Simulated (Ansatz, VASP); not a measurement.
Hf4F: VASP beside Ansatz

Contents of INCAR:

```
ALGO = Normal
DIPOL = 0.5 0.5 0.369
EDIFF = 1E-7
ENCUT = 520
GGA = PE
IDIPOL = 3
ISIF = 2
ISMEAR = 0
LASPH = T
LCHARG = F
LDIPOL = T
LREAL = F
LWAVE = F
NBANDS = 32
NELM = 80
PREC = Accurate
SIGMA = 0.1
```

The input KPOINTS:

```
k-points
0
Gamma
  9 9 1
```

POSCAR

```
Hf4F
1.0
    3.2048170381      0.0000000000      0.0000000000
   -1.6024085190      2.7754529695      0.0000000000
    0.0000000000      0.0000000000     24.5281466259
Hf F
4 1
Direct
    0.6666666667      0.3333333333      0.1630779553
    0.3333333333      0.6666666667      0.2663815885
    0.6666666667      0.3333333333      0.3732987945
    0.3333333333      0.6666666667      0.4699966451
    0.4444444444      0.5555555556      0.5706972826
```

Input for Ansatz:

```yaml
crystal:
  lattice:
    - [3.2048170381, 0.0, 0.0]
    - [-1.602408519, 2.7754529695, 0.0]
    - [0.0, 0.0, 24.5281466259]
  atoms:
    - { symbol: Hf, position: [0.6666666667, 0.3333333333, 0.1630779553] }
    - { symbol: Hf, position: [0.3333333333, 0.6666666667, 0.2663815885] }
    - { symbol: Hf, position: [0.6666666667, 0.3333333333, 0.3732987945] }
    - { symbol: Hf, position: [0.3333333333, 0.6666666667, 0.4699966451] }
    - { symbol: F, position: [0.4444444444, 0.5555555556, 0.5706972826] }
basis:
  ecutwfc: 420
kpoints:
  mp_grid: { grid: [9, 9, 1] }
hamiltonian:
  xc: pbe
scf:
  occupations: { method: gaussian, width: 0.1 }
output:
  forces: true
  eigenvalues: true
efield:
  axis: 3
  dipole_correction: true
  ramp_width: 0.04
```

Alike in both runs: task single point; functional PBE; k mesh 9 × 9 × 1; occupations gaussian, width 0.1 eV; no spin polarisation.

|  | VASP | Ansatz |
| --- | --- | --- |
| version | VASP 6.6.1 | Ansatz 0.2.0 |
| potentials or method | VASP PAW PBE potentials, release 64 (Hf_pv, F), cutoff 520 eV | scalar-relativistic, plane waves, PAW |
| valence electrons in the cell | 47 | 111 |

Ansatz gave:

* gap on the k mesh at the Fermi level (eV): none
* rms of the force components (eV/Å): 1.636

**Question.** Estimate VASP's values.

**Answer.** gap on the k mesh at the Fermi level (eV): none; rms of the force components (eV/Å): 1.629.

Atom by atom the forces differ by 0.017 eV/Å (rms over components). A gap of «none» marks a metal or a gap that the smearing closes. With one functional, cell and mesh, what is left measures potentials, basis and numerics. VASP's potentials hold 47 valence electrons a cell and Ansatz's 111, so a difference there can come from the potentials and not from the codes.

Neither program's run includes spin-orbit coupling.
